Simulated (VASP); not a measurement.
## GaN: single point with LDA

GaN:

```
Ga N
1.0
     3.37230    0.00000    0.00000
    -1.68615    2.92050    0.00000
     0.00000    0.00000    5.44660
Ga N
2 2
Direct
  0.33333 0.66667 0.99930
  0.66667 0.33333 0.49930
  0.33333 0.66667 0.37570
  0.66667 0.33333 0.87570
```

```
Program             : VASP 6.6.1
Task                : single point
Functional          : LDA
Potentials or basis : VASP PAW LDA potentials, release 64 (Ga_d, N)
Cutoff              : 520 eV
k mesh              : 12 × 12 × 6
Occupations         : gaussian, width 0.05 eV
Spin                : no spin polarisation
```

| Quantity | Value |
| --- | --- |
| Pressure | -24.9 GPa |
| Largest force | 0.040 eV/Å |
| Band gap on the k mesh | 0.87 eV |

Forces on the atoms (eV/Å):
```
Ga   0.000  0.000 -0.040
Ga   0.000  0.000 -0.040
N    0.000  0.000  0.040
N    0.000  0.000  0.040
```

Stress tensor (GPa, compression positive):
```
-25.61   0.00   0.00
  0.00 -25.61   0.00
  0.00   0.00 -23.47
```

Levels at points of the mesh, in eV from the valence-band top:
| k point | band 15 | band 16 | band 17 | band 18 | band 19 | band 20 | band 21 | band 22 |
| --- | --- | --- | --- | --- | --- | --- | --- | --- |
| (0.00, 0.00, 0.00) | -0.89 | -0.02 | 0.00 | 0.00 | 0.87 | 3.09 | 8.18 | 8.75 |
| (0.50, 0.00, 0.00) | -3.58 | -2.28 | -1.82 | -0.81 | 4.37 | 4.45 | 5.61 | 7.24 |
| (0.00, 0.00, 0.50) | -0.46 | -0.46 | -0.46 | -0.46 | 3.18 | 3.18 | 7.51 | 7.51 |
| (0.50, 0.00, 0.50) | -1.61 | -1.61 | -1.58 | -1.58 | 3.75 | 3.75 | 6.65 | 6.65 |

It took 110 s on 1 thread of Intel(R) Xeon(R) Platinum 8488C (Sapphire Rapids), with other jobs on the host, peak memory 0.21 GiB.

Caveat: the cell stands under tension.
